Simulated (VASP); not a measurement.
**Ir: single point with PBE**

Ir:

```
CELL_PARAMETERS angstrom
2.66540 0.00000 0.00000
-1.33270 2.30830 0.00000
0.00000 0.00000 4.09670
ATOMIC_POSITIONS crystal
Ir 0.66667 0.33333 0.75000
Ir 0.33333 0.66667 0.25000
```

```json
{"Program": "VASP 6.6.1", "Task": "single point", "Functional": "PBE", "Potentials or basis": "VASP PAW PBE potentials, release 64 (Ir)", "Cutoff": "520 eV", "k mesh": "18 × 18 × 10", "Occupations": "gaussian, width 0.15 eV", "Spin": "no spin polarisation", "Dipole correction": "no", "Further INCAR settings": "ALGO = Fast; EDIFF = 1e-07; NBANDS = 16"}
```

```
Pressure               : 75.8 GPa
Band gap on the k mesh : zero (band 9 reaches 13.83 eV, above the bottom of band 10 at 9.88 eV)
```

Stress tensor (GPa, compression positive):
```
63.70  0.00  0.00
 0.00 63.70  0.00
 0.00  0.00 99.85
```

Levels at points of the mesh, in eV from the Fermi level:
| k point | band 6 | band 7 | band 8 | band 9 | band 10 | band 11 | band 12 | band 13 |
| --- | --- | --- | --- | --- | --- | --- | --- | --- |
| (0.00, 0.00, 0.00) | -3.80 | -3.80 | -3.48 | -3.48 | -0.55 | 0.21 | 0.21 | 8.93 |
| (0.50, 0.00, 0.00) | -3.94 | -3.24 | 0.38 | 1.06 | 1.46 | 3.21 | 4.74 | 9.09 |
| (0.00, 0.00, 0.50) | -5.08 | -5.03 | -5.03 | -0.57 | -0.57 | -0.57 | -0.57 | 13.31 |
| (0.50, 0.00, 0.50) | -2.94 | -1.35 | -1.35 | 0.80 | 0.80 | 2.16 | 2.16 | 8.61 |

Run time: 50 s on 1 thread of Intel(R) Xeon(R) 6975P-C (Granite Rapids), on a shared host, peak memory 0.19 GiB.

Caveat: spin-orbit coupling is left out, which moves the levels of the heavy elements.
